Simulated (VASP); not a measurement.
Write the native input for VASP 6.6.1 that does the following.

- Task: single point
- Functional: PBE
- Potentials or basis: VASP PAW PBE potentials, release 64 (Tl_d, Sb, Mo_sv)
- Cutoff: 520 eV
- k mesh: 6 × 6 × 6
- Occupations: gaussian, width 0.1 eV
- Spin: no spin polarisation
- Dipole correction: no
- Further INCAR settings: ALGO = Fast; EDIFF = 1e-07; NBANDS = 40

The structure of Tl3Sb2Mo lies in POSCAR:

```
Tl3Sb2Mo
1.0
    3.0007430975      1.7324798351      5.9933599712
   -3.0007430975      1.7324798351      5.9933599712
    0.0000000000     -3.4649596702      5.9933599711
Tl Sb Mo
3 2 1
Direct
    0.5000000000      0.5000000000      0.0000000000
    0.0000000000      0.5000000000      0.5000000000
    0.5000000000      0.0000000000      0.5000000000
    0.8520416735      0.8520416735      0.8520416735
    0.1479583265      0.1479583265      0.1479583265
    0.0000000000      0.0000000000      0.0000000000
```

The cell was generated, and may not be a known phase.

The input as run:

INCAR

```
SYSTEM = Tl3Sb2Mo
PREC     = Accurate       ! precision mode
ENCUT    = 520            ! plane-wave cutoff, eV
EDIFF    = 1E-7           ! SCF threshold, eV
ISMEAR   = 0              ! smearing method
SIGMA    = 0.1            ! smearing width, eV
LREAL    = .False.        ! projectors in reciprocal space
LASPH    = .True.         ! aspherical terms in the spheres
NELM     = 60             ! most SCF steps
ALGO     = Fast           ! electronic algorithm
ISIF     = 2              ! what is computed and relaxed
LWAVE    = .False.        ! write WAVECAR
LCHARG   = .False.        ! write CHGCAR
GGA      = PE             ! functional
NBANDS   = 40             ! bands
```

KPOINTS

```
regular mesh
0
Gamma
  6 6 6
  0 0 0
```

Potentials or basis: VASP PAW PBE potentials, release 64 (Tl_d, Sb, Mo_sv).

Run with:

```console
$ cat potpaw_PBE.64/Tl_d/POTCAR potpaw_PBE.64/Sb/POTCAR potpaw_PBE.64/Mo_sv/POTCAR > POTCAR
$ mpirun -np 1 vasp_std > vasp.out
```

Results of the run:

The pressure is 0.0 GPa, the largest force is 0.007 eV/Å and the band gap on the k mesh is zero (an odd number of electrons rules out a gap without spin polarisation).

Caveat: spin-orbit coupling is left out, which moves the levels of the heavy elements.

It took 4.3 min on 1 thread of Intel(R) Xeon(R) 6975P-C (Granite Rapids), with other jobs on the host, peak memory 0.52 GiB.
